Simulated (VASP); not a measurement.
# GaN (F-43m) in VASP: further runs

Runs on GaN. Level: r2SCAN. Tasks: single point.

All numbers are computed with VASP 6.6.1; they aren't measurements. Logs are shortened: lines on timing, memory, paths and dates and some standing lists are left out, and cuts for length are marked.

### Step 1. The cell of the first run

The structure is cubic, space group F-43m (No. 216). The conventional cell has a = 4.507 Å, b = 4.507 Å, c = 4.507 Å, α = 90.00°, β = 90.00°, γ = 90.00°. Within 2.6 Å of Ga (site symmetry -43m) lie 4 N at 1.95 Å. N (site symmetry -43m) has 4 Ga at 1.95 Å within 2.6 Å.

### Step 2. Single point, r2SCAN

File POSCAR:

```
GaN
1.0
    0.0000000000      2.2535006075      2.2535006075
    2.2535006075      0.0000000000      2.2535006075
    2.2535006075      2.2535006075      0.0000000000
Ga N
1 1
Direct
    0.0000000000      0.0000000000      0.0000000000
    0.7500000000      0.7500000000      0.7500000000
```

File INCAR.step1:

```
  PREC = Accurate
  ENCUT = 520
  ISMEAR = 0
  SIGMA = 0.2
  LREAL = F
  LASPH = T
  NELM = 80
  NBANDS = 16
  GGA = PE
  ALGO = Normal
  EDIFF = 1E-4
  LWAVE = T
  LCHARG = F
```

File INCAR.step2:

```
  PREC = Accurate
  ENCUT = 520
  EDIFF = 1E-6
  ISMEAR = 0
  SIGMA = 0.2
  LREAL = F
  LASPH = T
  NELM = 80
  ALGO = Normal
  ISIF = 2
  LWAVE = F
  LCHARG = T
  METAGGA = R2SCAN
  LMIXTAU = T
  LELF = T
  LVHAR = T
  NBANDS = 16
  ISTART = 1
```

File KPOINTS:

```
regular mesh
0
Gamma
  10 10 10
```

Potentials or basis: VASP PAW PBE potentials, release 64 (Ga_d, N).

Started as:

```bash
$ cat potpaw_PBE.64/Ga_d/POTCAR potpaw_PBE.64/N/POTCAR > POTCAR
$ cp INCAR.step1 INCAR
$ mpirun -np 1 vasp_std > vasp.out
$ cp INCAR.step2 INCAR
$ mpirun -np 1 vasp_std > vasp.out
```

OUTCAR:

```text
PREC = Accurate
   ENCUT = 520
   EDIFF = 1E-6
   ISMEAR = 0
   LREAL = F
   LASPH = T
   NELM = 80
   ISIF = 2
   METAGGA = R2SCAN
   ISTART = 1

 ion  position               nearest neighbor table
   1  0.000  0.000  0.000-   2 1.95   2 1.95   2 1.95   2 1.95
   2  0.750  0.750  0.750-   1 1.95   1 1.95   1 1.95   1 1.95

  LATTYP: Found a face centered cubic cell.
 ALAT       =     4.5070012150

  Lattice vectors:

 A1 = (   0.0000000000,   2.2535006075,   2.2535006075)
 A2 = (   2.2535006075,   0.0000000000,   2.2535006075)
 A3 = (   2.2535006075,   2.2535006075,   0.0000000000)

Analysis of symmetry for initial positions (statically):
=====================================================================
 Subroutine PRICEL returns:
 Original cell was already a primitive cell.

 Routine SETGRP: Setting up the symmetry group for a
 face centered cubic supercell.

 Subroutine GETGRP returns: Found 24 space group operations
 (whereof 24 operations were pure point group operations)
 out of a pool of 48 trial point group operations.

The static configuration has the point symmetry T_d .

Analysis of symmetry for dynamics (positions and initial velocities):
=====================================================================
 Subroutine PRICEL returns:
 Original cell was already a primitive cell.

 Routine SETGRP: Setting up the symmetry group for a
 face centered cubic supercell.

 Subroutine GETGRP returns: Found 24 space group operations
 (whereof 24 operations were pure point group operations)
 out of a pool of 48 trial point group operations.

The dynamic configuration has the point symmetry T_d .

 Subroutine INISYM returns: Found 24 space group operations
 (whereof 24 operations are pure point group operations),
 and found     1 'primitive' translations

----------------------------------------------------------------------------------------

                                     Primitive cell

  volume of cell :      22.8877

  direct lattice vectors                    reciprocal lattice vectors
     0.000000000  2.253500607  2.253500607    -0.221877020  0.221877020  0.221877020
     2.253500607  0.000000000  2.253500607     0.221877020 -0.221877020  0.221877020
     2.253500607  2.253500607  0.000000000     0.221877020  0.221877020 -0.221877020

  length of vectors
     3.186931122  3.186931122  3.186931122     0.384302272  0.384302272  0.384302272

  position of ions in fractional coordinates (direct lattice)
     0.000000000  0.000000000  0.000000000
     0.750000000  0.750000000  0.750000000

  ion indices of the primitive-cell ions
   primitive index   ion index
                 1           1
                 2           2

----------------------------------------------------------------------------------------

 KPOINTS: regular mesh

Automatic generation of k-mesh.
 Grid dimensions read from file:
 generate k-points for:   10   10   10

 Generating k-lattice:

  Cartesian coordinates                     Fractional coordinates (reciprocal lattice)
    -0.022187702  0.022187702  0.022187702     0.100000000  0.000000000  0.000000000
     0.022187702 -0.022187702  0.022187702     0.000000000  0.100000000  0.000000000
     0.022187702  0.022187702 -0.022187702     0.000000000  0.000000000  0.100000000

  Length of vectors
     0.038430227  0.038430227  0.038430227

  Shift w.r.t. Gamma in fractional coordinates (k-lattice)
     0.000000000  0.000000000  0.000000000

 Subroutine IBZKPT returns following result:
 ===========================================

 Found     47 irreducible k-points:

 Following reciprocal coordinates:
            Coordinates               Weight
  0.000000  0.000000  0.000000      1.000000
  0.100000  0.000000  0.000000      8.000000
  0.200000  0.000000  0.000000      8.000000
  0.300000  0.000000  0.000000      8.000000
  0.400000  0.000000  0.000000      8.000000
  0.500000  0.000000  0.000000      4.000000
[... 16 lines left out ...]
  0.300000  0.300000  0.000000      6.000000
  0.400000  0.300000  0.000000     24.000000
 [... further k-points ...]
   k-points           NKPTS =     47   k-points in BZ     NKDIM =     47   number of bands    NBANDS=     16
   number of dos      NEDOS =    301   number of ions     NIONS =      2
   total plane-waves  NPLWV =  13824
   dimension x,y,z NGX =    24 NGY =   24 NGZ =   24
   dimension x,y,z NGXF=    48 NGYF=   48 NGZF=   48
   ions per type =               1   1
   NGX,Y,Z   is equivalent  to a cutoff of  12.52, 12.52, 12.52 a.u.
   NGXF,Y,Z  is equivalent  to a cutoff of  25.04, 25.04, 25.04 a.u.
 SYSTEM =  unknown system
   PREC   = accura    normal or accurate (medium, high low for compatibility)
   ISTART =      1    job   : 0-new  1-cont  2-samecut
   ICHARG =      0    charge: 1-file 2-atom 10-const
   ISPIN  =      1    spin polarized calculation?
   LNONCOLLINEAR =      F non collinear calculations
   LSORBIT =      F    spin-orbit coupling
   LASPH  =      T    aspherical Exc in radial PAW
   ENCUT  =  520.0 eV  38.22 Ry    6.18 a.u.   5.93  5.93  5.93*2*pi/ulx,y,z
   NELM   =     80;   NELMIN=  2; NELMDL=  0     # of ELM steps
   EDIFF  = 0.1E-05   stopping-criterion for ELM
   LREAL  =      F    real-space projection
   EDIFFG = 0.1E-04   stopping-criterion for IOM
   NSW    =      0    number of steps for IOM
   IBRION =     -1    ionic relax: 0-MD 1-quasi-New 2-CG
   NFREE  =      0    steps in history (QN), initial steepest desc. (CG)
   ISIF   =      2    stress and relaxation
   ISYM   =      2    0-nonsym 1-usesym 2-fastsym
   POTIM  = 0.5000    time-step for ionic-motion
   TEBEG  =    0.0;   TEEND  =   0.0 temperature during run
   PSTRESS=    0.0 pullay stress
   NELECT =      18.0000    total number of electrons
   NUPDOWN=      -1.0000    fix difference up-down
   EMIN   =  10.00;   EMAX   =-10.00  energy-range for DOS
   EFERMI =   0.00;   METHOD = LEGACY
   ISMEAR =     0;   SIGMA  =   0.20  broadening in eV -4-tet -1-fermi 0-gaus
   EFERMI_NEDOS =   21; number of points for ismear=-14 and -15
   IALGO  =     38    algorithm
   IMIX   =      4    mixing-type and parameters
     AMIX     =   0.40;   BMIX     =  1.00
     AMIX_MAG =   1.60;   BMIX_MAG =  1.00
  volume/ion in A,a.u.               =      11.44        77.23
  Fermi-wavevector in a.u.,A,eV,Ry     =   1.511117  2.855596 31.068543  2.283473
  Thomas-Fermi vector in A             =   2.621216
   LORBIT       =      0    0 simple, 1 ext, 2 COOP (PROOUT), +10 PAW based schemes
   METAGGA = R2SCAN    functional components
   LHFCALC =     F    Hartree Fock is set to
   AEXX    =    0.0000 exact exchange contribution
   IVDW    =     0    specifies the selected vdW correction
   LEPSILON=     F    determine dielectric tensor
   LRPA    =     F    only Hartree local field effects (RPA)
 non-spin polarized calculation
 Gauss-broadening in eV      SIGMA  =   0.20
  energy-cutoff  :      520.00
  volume of cell :       22.89
 maximum number of plane-waves:       636
   NGX = 11   NGY = 11   NGZ = 11

 number of electron      18.0000004 magnetization

 Free energy of the ion-electron system (eV)
  ---------------------------------------------------
  ext. energy  EPLUGINS =         0.00000000
  ---------------------------------------------------
  free energy    TOTEN  =       -21.89693418 eV

  energy without entropy =      -21.89693418  energy(sigma->0) =      -21.89693418

 E-fermi :   5.9478     XC(G=0): -12.6349

 val. band max:        5.0164386158   @ k =   0.0000   0.0000   0.0000
 cond. band min:       7.1357364720   @ k =   0.0000   0.0000   0.0000
 fundamental gap:      2.1192978562
 Fermi energy:         5.9478131974

 k-point     1 :       0.0000    0.0000    0.0000
  band No.  band energies     occupation
      1     -11.7141      2.00000
      2      -8.8141      2.00000
      3      -8.8141      2.00000
      4      -8.8141      2.00000
      5      -8.4636      2.00000
      6      -8.4636      2.00000
[... 8 lines left out ...]
     15      24.7423      0.00000
     16      24.7423      0.00000

 k-point     2 :       0.1000    0.0000    0.0000
  band No.  band energies     occupation
      1     -11.6035      2.00000
      2      -8.7999      2.00000
      3      -8.7999      2.00000
      4      -8.7736      2.00000
      5      -8.4648      2.00000
      6      -8.4648      2.00000
[... 8 lines left out ...]
     15      23.3253      0.00000
     16      23.4296      0.00000

 k-point     3 :       0.2000    0.0000    0.0000
  band No.  band energies     occupation
      1     -11.3207      2.00000
      2      -8.7665      2.00000
      3      -8.7665      2.00000
      4      -8.6117      2.00000
      5      -8.4635      2.00000
      6      -8.4635      2.00000
[... 8 lines left out ...]
     15      22.5371      0.00000
     16      22.5371      0.00000

 k-point     4 :       0.3000    0.0000    0.0000
  band No.  band energies     occupation
      1     -11.0047      2.00000
      2      -8.7355      2.00000
      3      -8.7355      2.00000
      4      -8.4506      2.00000
      5      -8.4506      2.00000
      6      -8.2351      2.00000
[... 8 lines left out ...]
     15      23.0879      0.00000
     16      23.0879      0.00000
[... 324 lines left out ...]
 k-point    22 :      -0.2000    0.2000    0.0000
  band No.  band energies     occupation
      1     -10.9070      2.00000
      2      -8.7151      2.00000
      3      -8.7053      2.00000
      4      -8.4853      2.00000
      5      -8.4786      2.00000
      6      -8.0667      2.00000
[... 8 lines left out ...]
     15      23.3410      0.00000
     16      26.5737      0.00000

 k-point    23 :       0.3000    0.3000    0.0000
  band No.  band energies     occupation
      1     -10.8115      2.00000
      2      -8.6410      2.00000
      3      -8.6160      2.00000
      4      -8.6160      2.00000
      5      -8.4117      2.00000
      6      -8.0588      2.00000
[... 8 lines left out ...]
     15      27.8362      0.00000
     16      28.5270      0.00000

 k-point    24 :       0.4000    0.3000    0.0000
  band No.  band energies     occupation
      1     -10.6695      2.00000
      2      -8.6606      2.00000
      3      -8.5789      2.00000
      4      -8.5757      2.00000
      5      -8.4018      2.00000
      6      -7.6393      2.00000
[... 8 lines left out ...]
     15      28.3249      0.00000
     16      28.3724      0.00000

 [... further k-points ...]
[... 5 lines left out ...]
  --------------------------------------------------------------------------------------
  -------------------------------------------------------------------------------------
  Total       -0.0191427     -0.0191427     -0.0191427      0.0000000      0.0000000      0.0000000
  in kB       -1.3400200     -1.3400200     -1.3400200      0.0000000      0.0000000      0.0000000
  external PRESSURE =      -1.3400200 kB  Pullay stress =       0.0000000 kB

 VOLUME and BASIS-vectors are now :
 -----------------------------------------------------------------------------
  energy-cutoff  :      520.00
  volume of cell :       22.89
      direct lattice vectors                 reciprocal lattice vectors
     0.000000000  2.253500607  2.253500607    -0.221877020  0.221877020  0.221877020
     2.253500607  0.000000000  2.253500607     0.221877020 -0.221877020  0.221877020
     2.253500607  2.253500607  0.000000000     0.221877020  0.221877020 -0.221877020

 POSITION                                       TOTAL-FORCE (eV/Angst)
 -----------------------------------------------------------------------------------
      0.00000      0.00000      0.00000        -0.000000     -0.000000     -0.000000
      3.38025      3.38025      3.38025         0.000000      0.000000      0.000000
 -----------------------------------------------------------------------------------
    total drift:                               -0.000009     -0.000009     -0.000009

  FREE ENERGIE OF THE ION-ELECTRON SYSTEM (eV)
  ---------------------------------------------------
  free  energy   TOTEN  =       -21.8969341753 eV

  energy  without entropy=      -21.8969341753  energy(sigma->0) =      -21.89693418
```

Run time: 48 s. Hardware: 1 thread of Intel Xeon Platinum 8259CL at 2.50GHz (Skylake/Cascade Lake), shared host; peak memory 0.16 GiB.

What came out:

- Free energy: -21.8969 eV
- Pressure: -0.1 GPa
- Band gap on the k mesh: 2.12 eV, direct

Caveat: the PAW data sets were made with another functional, which shifts forces and pressure a little.

[end of part 1 of 2]
